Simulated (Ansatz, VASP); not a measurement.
## Bi2Se3 in VASP and in Ansatz

```
CELL_PARAMETERS angstrom
2.07150 1.19598 9.54533
-2.07150 1.19598 9.54533
0.00000 -2.39196 9.54533
ATOMIC_POSITIONS crystal
Bi 0.40080 0.40080 0.40080
Bi 0.59920 0.59920 0.59920
Se 0.00000 0.00000 0.00000
Se 0.21170 0.21170 0.21170
Se 0.78830 0.78830 0.78830
```

Alike in both runs: task single point; functional PBE; k mesh 6 × 6 × 6; no spin polarisation.

```csv
,VASP,Ansatz
version,VASP 6.6.1,Ansatz 0.2.0
potentials or method,"VASP PAW PBE potentials, release 64 (Bi_d, Se)","plane waves, PAW"
plane-wave cutoff (eV),520,420
occupations,"gaussian, width 0.01 eV",fixed
valence electrons in the cell,48,78
```

|  | VASP | Ansatz | Ansatz less VASP |
| --- | --- | --- | --- |
| gap on the k mesh at the Fermi level (eV) | 0.22 | 0.22 | +0.002 |

VASP's potentials hold 48 valence electrons a cell and Ansatz's 78, so a difference there can come from the potentials and not from the codes.

Neither program's run includes spin-orbit coupling.
